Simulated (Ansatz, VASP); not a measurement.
# C in VASP and in Ansatz

```
C
1.0
    -0.01895    1.77565    1.77565
     1.77565   -0.01895    1.77565
     1.77565    1.77565   -0.01895
C
2
Direct
  0.00000 0.00000 0.00000
  0.25000 0.25000 0.25000
```

Change from the starting cell: strained cell.

Alike in both runs: task relaxation of the atoms; functional PBEsol; k mesh 9 × 9 × 9; occupations gaussian, width 0.02 eV; no spin polarisation.

|  | VASP | Ansatz |
| --- | --- | --- |
| version | VASP 6.6.1 | Ansatz 0.2.0 |
| potentials or method | VASP PAW PBE potentials, release 64 (C), cutoff 520 eV | scalar-relativistic, plane waves, PAW |
| valence electrons in the cell | 8 | 8 |

Ansatz gave:

* gap on the k mesh at the Fermi level, each at its own relaxed structure (eV): 4.00

Question: Estimate VASP's values.

Answer: gap on the k mesh at the Fermi level, each at its own relaxed structure (eV): 3.99.

VASP's potentials were made for PBE, not for PBEsol, and Ansatz warns of the same on its side. Ansatz's warnings: stress scf threshold loose.
